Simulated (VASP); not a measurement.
Here is a VASP 6.6.1 calculation.

POSCAR

```
Hf
1.0
    4.9623295440      0.0000000000      0.0000000000
   -2.4811647720      4.2975034470      0.0000000000
    0.0000000000      0.0000000000      3.0862322500
Hf
3
Direct
    0.6666666700      0.3333333300      0.5000000000
    0.3333333300      0.6666666700      0.5000000000
    0.0000000000      0.0000000000      0.0000000000
```

File INCAR.step1:

```
ALGO = Normal
EDIFF = 1E-4
ENCUT = 520
GGA = PE
ISMEAR = 0
LASPH = T
LCHARG = F
LREAL = F
LWAVE = T
NBANDS = 22
NELM = 100
PREC = Accurate
SIGMA = 0.1
```

INCAR.step2

```
ALGO = Normal
EDIFF = 1E-7
ENCUT = 520
ISIF = 2
ISMEAR = 0
ISTART = 1
LASPH = T
LCHARG = T
LELF = T
LMIXTAU = T
LREAL = F
LVHAR = T
LWAVE = F
METAGGA = R2SCAN
NBANDS = 22
NELM = 100
PREC = Accurate
SIGMA = 0.1
```

Contents of KPOINTS:

```
k-points
0
Gamma
  6 6 6
```

Potentials or basis: VASP PAW PBE potentials, release 64 (Hf_pv).

Command:

```console
$ cat potpaw_PBE.64/Hf_pv/POTCAR > POTCAR
$ cp INCAR.step1 INCAR
$ mpirun -np 1 vasp_std > vasp.out
$ cp INCAR.step2 INCAR
$ mpirun -np 1 vasp_std > vasp.out
```

(1) Predict the pressure.

(2) Predict the band gap on the k mesh.

Answers

(1) 0.1 GPa.

(2) zero (band 15 reaches 5.17 eV, above the bottom of band 16 at 4.27 eV).

Caveat: the PAW data sets were made with another functional, which shifts forces and pressure a little; spin-orbit coupling is left out, which moves the levels of the heavy elements.
